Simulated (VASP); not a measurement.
Here is a VASP 6.6.1 calculation.

File INCAR:

```
SYSTEM = Rh
ALGO = Normal
EDIFF = 1E-6
ENCUT = 500
GGA = CA
GGA_COMPAT = .FALSE.
ISIF = 2
ISMEAR = 0
LASPH = .TRUE.
LCHARG = .FALSE.
LREAL = .FALSE.
LWAVE = .FALSE.
NBANDS = 14
NELM = 120
PREC = Accurate
SIGMA = 0.05
```

File KPOINTS:

```
k-points
0
G
  8 8 8
  0 0 0
```

POSCAR

```
Rh
1.0
    1.5031816336      1.5031816336      1.5031816336
   -1.5031816336      1.5031816336      1.5031816336
   -1.5031816336     -1.5031816336      1.5031816336
Rh
1
Direct
    0.0000000000      0.0000000000      0.0000000000
```

Potentials or basis: VASP PAW LDA potentials, release 64 (Rh_pv).

Run with:

```sh
$ cat potpaw_LDA.64/Rh_pv/POTCAR > POTCAR
$ mpirun -np 1 vasp_std > vasp.out
```

Problem. What does it give for the band gap on the k mesh?

Solution. Zero (an odd number of electrons rules out a gap without spin polarisation).

Problem. Predict the pressure.

Solution. 0.9 GPa.

Caveat: the k points lie up to 0.37 Å⁻¹ apart, too coarse for converged energies and pressures of a metal.
